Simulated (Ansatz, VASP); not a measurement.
**One calculation of Ge, two programs**

```
Ge
1.0
     3.87578    0.00000    0.00000
    -1.93789    3.35652    0.00000
     0.00000    0.00000    6.65553
Ge
4
Direct
  0.66667 0.33333 0.06550
  0.33333 0.66667 0.56550
  0.66667 0.33333 0.43450
  0.33333 0.66667 0.93450
```

Alike in both runs: task single point; functional r2SCAN; k mesh 12 × 12 × 6; occupations gaussian, width 0.01 eV; no spin polarisation.

|  | VASP | Ansatz |
| --- | --- | --- |
| version | VASP 6.6.1 | Ansatz 0.2.0 |
| potentials or method | VASP PAW PBE potentials, release 64 (Ge_d), cutoff 520 eV | scalar-relativistic, plane waves, PAW |
| valence electrons in the cell | 56 | 56 |

Ansatz gave:

| Quantity | Value |
| --- | --- |
| gap on the k mesh at the Fermi level (eV) | 0.21 |
| least direct gap on the mesh (eV) | 0.38 |
| pressure (GPa) | 4.3 |
| traceless stress, the component that is largest in VASP (GPa) | -4.26 |

Task: Estimate VASP's values.

Result: gap on the k mesh at the Fermi level (eV): 0.19; least direct gap on the mesh (eV): 0.34; pressure (GPa): 4.3; traceless stress, the component that is largest in VASP (GPa): -4.27.

VASP's potentials were made for PBE, not for r2SCAN. With one functional, cell and mesh, what is left measures potentials, basis and numerics.
